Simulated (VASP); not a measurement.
# Ag (Fm-3m) in VASP: a series of runs

Runs on Ag. Level: HSE06. Tasks: single point.

Program: VASP 6.6.1. These are calculated values, not measurements. Logs are shortened: lines on timing, memory, paths and dates and some standing lists are left out, and cuts for length are marked.

### Step 1. The cell of the first run

The structure is cubic, space group Fm-3m (No. 225). Conventional cell: a = 4.164 Å, b = 4.164 Å, c = 4.164 Å, α = 90.00°, β = 90.00°, γ = 90.00°. Ag (site symmetry m-3m) has 12 Ag at 2.94 Å within 3.9 Å.

### Step 2. Single point, HSE06

POSCAR

```
Ag
1.0
    0.0000000000      2.0818937383      2.0818937383
    2.0818937383      0.0000000000      2.0818937383
    2.0818937383      2.0818937383      0.0000000000
Ag
1
Direct
    0.0000000000      0.0000000000      0.0000000000
```

INCAR.step1

```
SYSTEM = Ag
ALGO = Normal
EDIFF = 1E-5
ENCUT = 470
GGA = PE
GGA_COMPAT = .FALSE.
ISIF = 2
ISMEAR = -1
LASPH = .TRUE.
LCHARG = .FALSE.
LREAL = .FALSE.
LWAVE = .TRUE.
NBANDS = 16
NELM = 120
PREC = Accurate
SIGMA = 0.1
```

INCAR.step2

```
SYSTEM = Ag
ALGO = Normal
EDIFF = 1E-6
ENCUT = 470
GGA = PE
GGA_COMPAT = .FALSE.
HFSCREEN = 0.2079
ISIF = 2
ISMEAR = -1
ISTART = 1
LASPH = .TRUE.
LCHARG = .FALSE.
LHFCALC = .TRUE.
LREAL = .FALSE.
LWAVE = .FALSE.
NBANDS = 16
NELM = 120
PREC = Accurate
PRECFOCK = Normal
SIGMA = 0.1
```

KPOINTS

```
k-points
0
G
  6 6 6
  0 0 0
```

Potentials or basis: VASP PAW PBE potentials, release 64 (Ag_sv_GW).

Run with:

```
> cat potpaw_PBE.64/Ag_sv_GW/POTCAR > POTCAR
> cp INCAR.step1 INCAR
> mpirun -np 1 vasp_std > vasp.out
> cp INCAR.step2 INCAR
> mpirun -np 1 vasp_std > vasp.out
```

OUTCAR:

```text
SYSTEM = Ag
   EDIFF = 1E-6
   ENCUT = 470
   GGA = PE
   HFSCREEN = 0.2079
   ISIF = 2
   ISMEAR = -1
   ISTART = 1
   LASPH = .TRUE.
   LHFCALC = .TRUE.
   LREAL = .FALSE.
   NELM = 120
   PREC = Accurate
   PRECFOCK = Normal

 ion  position               nearest neighbor table
   1  0.000  0.000  0.000-

  LATTYP: Found a face centered cubic cell.
 ALAT       =     4.1637874766

  Lattice vectors:

 A1 = (   0.0000000000,   2.0818937383,   2.0818937383)
 A2 = (   2.0818937383,   0.0000000000,   2.0818937383)
 A3 = (   2.0818937383,   2.0818937383,   0.0000000000)

Analysis of symmetry for initial positions (statically):
=====================================================================
 Subroutine PRICEL returns:
 Original cell was already a primitive cell.

 Routine SETGRP: Setting up the symmetry group for a
 face centered cubic supercell.

 Subroutine GETGRP returns: Found 48 space group operations
 (whereof 48 operations were pure point group operations)
 out of a pool of 48 trial point group operations.

The static configuration has the point symmetry O_h .

Analysis of symmetry for dynamics (positions and initial velocities):
=====================================================================
 Subroutine PRICEL returns:
 Original cell was already a primitive cell.

 Routine SETGRP: Setting up the symmetry group for a
 face centered cubic supercell.

 Subroutine GETGRP returns: Found 48 space group operations
 (whereof 48 operations were pure point group operations)
 out of a pool of 48 trial point group operations.

The dynamic configuration has the point symmetry O_h .

 Subroutine INISYM returns: Found 48 space group operations
 (whereof 48 operations are pure point group operations),
 and found     1 'primitive' translations

----------------------------------------------------------------------------------------

                                     Primitive cell

  volume of cell :      18.0470

  direct lattice vectors                    reciprocal lattice vectors
     0.000000000  2.081893738  2.081893738    -0.240165956  0.240165956  0.240165956
     2.081893738  0.000000000  2.081893738     0.240165956 -0.240165956  0.240165956
     2.081893738  2.081893738  0.000000000     0.240165956  0.240165956 -0.240165956

  length of vectors
     2.944242360  2.944242360  2.944242360     0.415979638  0.415979638  0.415979638

  position of ions in fractional coordinates (direct lattice)
     0.000000000  0.000000000  0.000000000

  ion indices of the primitive-cell ions
   primitive index   ion index
                 1           1

----------------------------------------------------------------------------------------

 KPOINTS: k-points

Automatic generation of k-mesh.
 Grid dimensions read from file:
 generate k-points for:    6    6    6

 Generating k-lattice:

  Cartesian coordinates                     Fractional coordinates (reciprocal lattice)
    -0.040027659  0.040027659  0.040027659     0.166666667  0.000000000  0.000000000
     0.040027659 -0.040027659  0.040027659     0.000000000  0.166666667  0.000000000
     0.040027659  0.040027659 -0.040027659     0.000000000  0.000000000  0.166666667

  Length of vectors
     0.069329940  0.069329940  0.069329940

  Shift w.r.t. Gamma in fractional coordinates (k-lattice)
     0.000000000  0.000000000  0.000000000

 Subroutine IBZKPT returns following result:
 ===========================================

 Found     16 irreducible k-points:

 Following reciprocal coordinates:
            Coordinates               Weight
  0.000000  0.000000  0.000000      1.000000
  0.166667  0.000000  0.000000      8.000000
  0.333333  0.000000  0.000000      8.000000
  0.500000  0.000000  0.000000      4.000000
  0.166667  0.166667  0.000000      6.000000
  0.333333  0.166667  0.000000     24.000000
[... 8 lines left out ...]
 -0.333333  0.333333  0.166667     24.000000
 -0.333333  0.500000  0.166667     12.000000
   k-points           NKPTS =     16   k-points in BZ     NKDIM =    216   number of bands    NBANDS=     16
   number of dos      NEDOS =    301   number of ions     NIONS =      1
   total plane-waves  NPLWV =  13824
   dimension x,y,z NGX =    24 NGY =   24 NGZ =   24
   dimension x,y,z NGXF=    48 NGYF=   48 NGZF=   48
   ions per type =               1
   NGX,Y,Z   is equivalent  to a cutoff of  13.55, 13.55, 13.55 a.u.
   NGXF,Y,Z  is equivalent  to a cutoff of  27.10, 27.10, 27.10 a.u.
 SYSTEM =  Ag
   PREC   = accura    normal or accurate (medium, high low for compatibility)
   ISTART =      1    job   : 0-new  1-cont  2-samecut
   ICHARG =      0    charge: 1-file 2-atom 10-const
   ISPIN  =      1    spin polarized calculation?
   LNONCOLLINEAR =      F non collinear calculations
   LSORBIT =      F    spin-orbit coupling
   LASPH  =      T    aspherical Exc in radial PAW
   ENCUT  =  470.0 eV  34.54 Ry    5.88 a.u.   5.20  5.20  5.20*2*pi/ulx,y,z
   NELM   =    120;   NELMIN=  2; NELMDL=  0     # of ELM steps
   EDIFF  = 0.1E-05   stopping-criterion for ELM
   LREAL  =      F    real-space projection
   EDIFFG = 0.1E-04   stopping-criterion for IOM
   NSW    =      0    number of steps for IOM
   IBRION =     -1    ionic relax: 0-MD 1-quasi-New 2-CG
   NFREE  =      0    steps in history (QN), initial steepest desc. (CG)
   ISIF   =      2    stress and relaxation
   ISYM   =      3    0-nonsym 1-usesym 2-fastsym
   POTIM  = 0.5000    time-step for ionic-motion
   TEBEG  =    0.0;   TEEND  =   0.0 temperature during run
   PSTRESS=    0.0 pullay stress
   NELECT =      19.0000    total number of electrons
   NUPDOWN=      -1.0000    fix difference up-down
   EMIN   =  10.00;   EMAX   =-10.00  energy-range for DOS
   EFERMI =   0.00;   METHOD = LEGACY
   ISMEAR =    -1;   SIGMA  =   0.10  broadening in eV -4-tet -1-fermi 0-gaus
   EFERMI_NEDOS =   21; number of points for ismear=-14 and -15
   IALGO  =     38    algorithm
   IMIX   =      1    mixing-type and parameters
     AMIX     =   0.40;   BMIX     =  1.00
     AMIX_MAG =   1.60;   BMIX_MAG =  1.00
  volume/ion in A,a.u.               =      18.05       121.79
  Fermi-wavevector in a.u.,A,eV,Ry     =   1.665421  3.147190 37.737506  2.773628
  Thomas-Fermi vector in A             =   2.751794
   LORBIT       =      0    0 simple, 1 ext, 2 COOP (PROOUT), +10 PAW based schemes
   GGA     = PE    functional components
   LHFCALC =     T    Hartree Fock is set to
   PRECFOCK=normal    Normal, Fast or Accurate (Low or Medium for compatibility)
   ENCUT4O =  -1.0   cutoff for four orbital integrals eV
   NKREDX  =     1    reduce k-point grid by
   NKREDY  =     1    reduce k-point grid by
   NKREDZ  =     1    reduce k-point grid by
   AEXX    =    0.2500 exact exchange contribution
   HFSCREEN=    0.2079 screening length (either q_TF or 0.3 A-1)
   HFSCREENC=   0.2079 screening length for correlation (either q_TF or 0.3 A-1)
   ENCUTFOCK=  -1.0 apply spherical cutoff to Coloumb kernel
   IVDW    =     0    specifies the selected vdW correction
   LEPSILON=     F    determine dielectric tensor
   LRPA    =     F    only Hartree local field effects (RPA)
 non-spin polarized calculation
  energy-cutoff  :      470.00
  volume of cell :       18.05
 maximum number of plane-waves:       444
 NGX is ok and might be reduce to    24
  NGX = 16; NGY = 16; NGZ = 16

 number of electron      19.0000001 magnetization

 Free energy of the ion-electron system (eV)
  ---------------------------------------------------
  ext. energy  EPLUGINS =         0.00000000
  ---------------------------------------------------
  free energy    TOTEN  =         1.14882161 eV

  energy without entropy =        1.16576505  energy(sigma->0) =        1.15729333

 E-fermi :   6.1617     XC(G=0):  -9.9085

 val. band max:        6.0686991288   @ k =   0.5000   0.3333   0.1667
 cond. band min:       6.1623691980   @ k =   0.5000   0.0000   0.0000
 fundamental gap:      0.0936700691
 Fermi energy:         6.1616555957

 k-point     1 :       0.0000    0.0000    0.0000
  band No.  band energies     occupation
      1     -90.4740      2.00000
      2     -52.5414      2.00000
      3     -52.5414      2.00000
      4     -52.5414      2.00000
      5      -1.8304      2.00000
      6       0.4776      2.00000
[... 8 lines left out ...]
     15      31.1973      0.00000
     16      32.1517      0.00000

 k-point     2 :       0.1667    0.0000    0.0000
  band No.  band energies     occupation
      1     -90.4703      2.00000
      2     -52.5805      2.00000
      3     -52.5482      2.00000
      4     -52.5482      2.00000
      5      -1.0072      2.00000
      6       0.4544      2.00000
[... 8 lines left out ...]
     15      29.7505      0.00000
     16      31.0221      0.00000

 k-point     3 :       0.3333    0.0000    0.0000
  band No.  band energies     occupation
      1     -90.4629      2.00000
      2     -52.6592      2.00000
      3     -52.5618      2.00000
      4     -52.5618      2.00000
      5      -0.7494      2.00000
      6       0.5803      2.00000
[... 8 lines left out ...]
     15      29.5770      0.00000
     16      29.5770      0.00000

 k-point     4 :       0.5000    0.0000    0.0000
  band No.  band energies     occupation
      1     -90.4590      2.00000
      2     -52.6975      2.00000
      3     -52.5681      2.00000
      4     -52.5681      2.00000
      5      -0.9401      2.00000
      6       0.4507      2.00000
[... 8 lines left out ...]
     15      29.5347      0.00000
     16      29.5347      0.00000
[... 172 lines left out ...]
 k-point    14 :       0.5000    0.3333    0.1667
  band No.  band energies     occupation
      1     -90.4579      2.00000
      2     -52.6607      2.00000
      3     -52.6100      2.00000
      4     -52.5815      2.00000
      5      -0.1877      2.00000
      6      -0.0570      2.00000
[... 8 lines left out ...]
     15      27.8691      0.00000
     16      32.0399      0.00000

 k-point    15 :      -0.3333    0.3333    0.1667
  band No.  band energies     occupation
      1     -90.4553      2.00000
      2     -52.6670      2.00000
      3     -52.6290      2.00000
      4     -52.5916      2.00000
      5      -0.1363      2.00000
      6      -0.0223      2.00000
[... 8 lines left out ...]
     15      29.7482      0.00000
     16      34.4777      0.00000

 k-point    16 :      -0.3333    0.5000    0.1667
  band No.  band energies     occupation
      1     -90.4541      2.00000
      2     -52.6711      2.00000
      3     -52.6279      2.00000
      4     -52.6063      2.00000
      5      -0.5643      2.00000
      6      -0.3995      2.00000
[... 8 lines left out ...]
     15      28.6943      0.00000
     16      32.3973      0.00000

------------------------ aborting loop because EDIFF is reached ----------------------------------------

  FORCE on cell =-STRESS in cart. coord.  units (eV):
  Direction    XX          YY          ZZ          XY          YZ          ZX
  --------------------------------------------------------------------------------------
  -------------------------------------------------------------------------------------
  Total       -0.4480594     -0.4480594     -0.4480594      0.0000000      0.0000000      0.0000000
  in kB      -39.7777764    -39.7777764    -39.7777764      0.0000000      0.0000000      0.0000000
  external PRESSURE =     -39.7777764 kB  Pullay stress =       0.0000000 kB

 VOLUME and BASIS-vectors are now :
 -----------------------------------------------------------------------------
  energy-cutoff  :      470.00
  volume of cell :       18.05
      direct lattice vectors                 reciprocal lattice vectors
     0.000000000  2.081893738  2.081893738    -0.240165956  0.240165956  0.240165956
     2.081893738  0.000000000  2.081893738     0.240165956 -0.240165956  0.240165956
     2.081893738  2.081893738  0.000000000     0.240165956  0.240165956 -0.240165956

 POSITION                                       TOTAL-FORCE (eV/Angst)
 -----------------------------------------------------------------------------------
      0.00000      0.00000      0.00000         0.000000     -0.000000     -0.000000
 -----------------------------------------------------------------------------------
    total drift:                               -0.000000     -0.000000     -0.000000

  FREE ENERGIE OF THE ION-ELECTRON SYSTEM (eV)
  ---------------------------------------------------
  free  energy   TOTEN  =         1.1488216081 eV

  energy  without entropy=        1.1657650531  energy(sigma->0) =        1.15729333
```

Wall time 8.9 min (1 thread of Intel Xeon 6975P-C (Granite Rapids), shared host); peak memory 0.25 GiB.

Results:

```yaml
Free_energy: 1.1488 eV
Pressure: -4.0 GPa
Band_gap_on_the_k_mesh: zero (an odd number of electrons rules out a gap without spin polarisation)
```

Levels at points of the mesh, in eV from the Fermi level:
| k point | band 7 | band 8 | band 9 | band 10 | band 11 | band 12 | band 13 | band 14 |
| --- | --- | --- | --- | --- | --- | --- | --- | --- |
| (0.00, 0.00, 0.00) | -5.68 | -5.68 | -4.71 | -4.71 | 16.82 | 20.31 | 20.31 | 20.31 |
| (0.50, 0.00, 0.00) | -5.71 | -3.88 | -3.88 | 0.00 | 4.07 | 16.04 | 18.66 | 18.66 |
| (0.50, 0.50, 0.00) | -3.95 | -3.65 | -3.65 | 2.21 | 7.34 | 11.51 | 11.51 | 17.76 |

Caveat: the k points lie up to 0.44 Å⁻¹ apart, too coarse for converged energies and pressures of a metal; the PAW data sets were made with another functional, which shifts forces and pressure a little.

(Part 1 of 2 ends here.)

The gap in the log of VASP goes by the Fermi energy; the results here count the filled bands.